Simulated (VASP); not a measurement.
Os: single point with PBE

The system is Os.

```
Os
1.0
     2.95588    0.00000    0.00000
    -1.47794    2.55987    0.00000
     0.00000    0.00000    8.05057
Os
4
Direct
  0.00000 0.00000 0.25000
  0.00000 0.00000 0.75000
  0.33333 0.66667 0.75000
  0.66667 0.33333 0.25000
```

```
Program                : VASP 6.6.1
Task                   : single point
Functional             : PBE
Potentials or basis    : VASP PAW PBE potentials, release 64 (Os)
Cutoff                 : 520 eV
k mesh                 : 9 × 9 × 2
Occupations            : gaussian, width 0.1 eV
Spin                   : no spin polarisation
Dipole correction      : no
Further INCAR settings : ALGO = Normal; EDIFF = 1e-06; NBANDS = 24
```

```
Pressure               : 428.8 GPa
Band gap on the k mesh : zero (bands 16 and 17 overlap by 2.02 eV)
```

Stress tensor (GPa, compression positive):
```
641.13   0.00   0.00
  0.00 641.13   0.00
  0.00   0.00   4.22
```

Levels at points of the mesh, in eV from the Fermi level:
```csv
k point,band 12,band 13,band 14,band 15,band 16,band 17,band 18,band 19,band 20,band 21
"(0.00, 0.00, 0.00)",-7.12,-3.50,-1.27,-1.27,-1.26,-1.26,0.57,0.57,0.63,0.63
"(0.00, 0.00, 0.50)",-7.12,-1.26,-1.26,-1.26,-1.26,-0.97,-0.97,0.60,0.60,0.60
```

Run time: 28 s on 1 thread of Intel(R) Xeon(R) Platinum 8488C (Sapphire Rapids), with other jobs on the host, peak memory 0.18 GiB.

Caveat: the k points lie up to 0.39 Å⁻¹ apart, too coarse for converged energies and pressures of a metal; atoms lie so close that the PAW spheres overlap strongly, which falsifies energies and pressures; spin-orbit coupling is left out, which moves the levels of the heavy elements.
